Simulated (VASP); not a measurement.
Runs of VASP 6.6.1 on WSe2. The structure is that of space group P6_3/mmc (No. 194), or close to it. The cells are those of the table. 

```csv
cell,gap on the mesh (eV),pressure (GPa),largest force (eV/Å)
"a = 3.328, b = 3.328, c = 13.172 Å, angles 90.0, 90.0, 120.0°, 6 atoms",0.96,-7.4,(d)
"a = 3.377, b = 3.377, c = 12.980 Å, angles 90.0, 90.0, 120.0°, 6 atoms",0.91,(c),0.89
"a = 3.377, b = 3.377, c = 12.789 Å, angles 90.0, 90.0, 120.0°, 6 atoms",0.88,-6.7,(a)
"a = 3.377, b = 3.377, c = 13.172 Å, angles 90.0, 90.0, 120.0°, 6 atoms",0.95,(b),1.23
"a = 3.377, b = 3.377, c = 12.597 Å, angles 90.0, 90.0, 120.0°, 6 atoms",0.84,-4.7,0.16
```

Alike in all rows: task single point; level PBE+D3(BJ); potentials or basis VASP PAW PBE potentials, release 64 (W_sv, Se); no spin polarisation; k mesh 12 × 12 × 2; cutoff (eV) 520; smearing gaussian 0.05 eV.

Q: Fill in the values left out.

A: (a) 0.54; (b) -10.2; (c) -8.6; (d) 0.99.

Caveats: spin-orbit coupling is left out, which moves the levels of the heavy elements; forces of over 1 eV/Å act on the atoms, so gaps and moduli don't describe the material at rest (some runs).

A k mesh can miss the band edges, and the runs leave out spin-orbit coupling on Se, W.
